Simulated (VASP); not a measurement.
A run of VASP 6.6.1:

File INCAR:

```
ALGO = Normal ; EDIFF = 1E-8
ENCUT = 520 ; GGA = PE
ISIF = 2 ; ISMEAR = 0
LASPH = True ; LCHARG = False
LEPSILON = True ; LREAL = False
LWAVE = False ; NELM = 100
PREC = Accurate ; SIGMA = 0.01
```

File KPOINTS:

```
k-points
0
Gamma
  9 9 6
```

File POSCAR:

```
BN
1.0
    2.4913353523      0.0000000000      0.0000000000
   -1.2456676762      2.1575597044      0.0000000000
    0.0000000000      0.0000000000      4.0010591823
B N
2 2
Direct
    0.0000000000      0.0000000000      0.0000000000
    0.0000000000      0.0000000000      0.5000000000
    0.3333333333      0.6666666667      0.2500000000
    0.6666666667      0.3333333333      0.7500000000
```

Potentials or basis: VASP PAW PBE potentials, release 64 (B, N).

The run is started by

```console
$ cat potpaw_PBE.64/B/POTCAR potpaw_PBE.64/N/POTCAR > POTCAR
$ mpirun -np 1 vasp_std > vasp.out
```

Hardware: 1 thread of Intel(R) Xeon(R) Platinum 8259CL CPU @ 2.50GHz (Skylake/Cascade Lake), on a shared host.

Problem. Estimate the wall time of this run.

Solution. Wall time 2 min on 1 thread of Intel(R) Xeon(R) Platinum 8259CL CPU @ 2.50GHz (Skylake/Cascade Lake) (shared host), peak memory 0.18 GiB. Counts: scf iterations 103, k points 48.
